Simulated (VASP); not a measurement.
Wanted: the native input for a VASP 6.6.1 run.

```yaml
Task: relaxation of the atoms
Functional: PBE
Potentials_or_basis: VASP PAW PBE potentials, release 64 (Sn_d, O)
Cutoff: 520 eV
k_mesh: 6 × 6 × 10
Occupations: gaussian, width 0.05 eV
Spin: no spin polarisation
Dipole_correction: no
Further_INCAR_settings: ALGO = Normal; EDIFF = 1e-06; IBRION = 2; EDIFFG = -0.01; NSW = 60
```

The structure of SnO2 lies in POSCAR:

```
SnO2
1.0
    4.7380000000      0.0000000000      0.0000000000
    0.0000000000      4.7380000000      0.0000000000
    0.0000000000      0.0000000000      3.1865000000
Sn O
2 4
Direct
    0.0000000000      0.0000000000      0.0000000000
    0.5000000000      0.5000000000      0.5000000000
    0.3065715028      0.3065715028      0.0000000000
    0.1934284972      0.8065715028      0.5000000000
    0.6934284972      0.6934284972      0.0000000000
    0.8065715028      0.1934284972      0.5000000000
```

One way to write it, as run:

INCAR

```
PREC = Accurate ; ENCUT = 520
EDIFF = 1E-6 ; ISMEAR = 0
SIGMA = 0.05 ; LREAL = False
LASPH = True ; NELM = 80
ALGO = Normal ; ISIF = 2
LWAVE = False ; LCHARG = False
GGA = PE ; IBRION = 2
NSW = 60 ; EDIFFG = -0.01
KPAR = 4
```

KPOINTS

```
Automatic mesh
0
Gamma
  6 6 10
```

Potentials or basis: VASP PAW PBE potentials, release 64 (Sn_d, O).

Run with:

```bash
$ cat potpaw_PBE.64/Sn_d/POTCAR potpaw_PBE.64/O/POTCAR > POTCAR
$ mpirun -np 4 vasp_std > vasp.out
```

Results of the run:

* Energy gained by relaxing: 0.6 meV/atom
* Ionic steps: 3
* Pressure after relaxing: 11.4 GPa
* Band gap on the k mesh: 1.23 eV

Caveat: spin-orbit coupling is left out, which moves the levels of the heavy elements.

It took 80 s on 4 MPI ranks on Oxide Virtual Turin-like Processor (shared host), peak memory 0.22 GiB a rank.
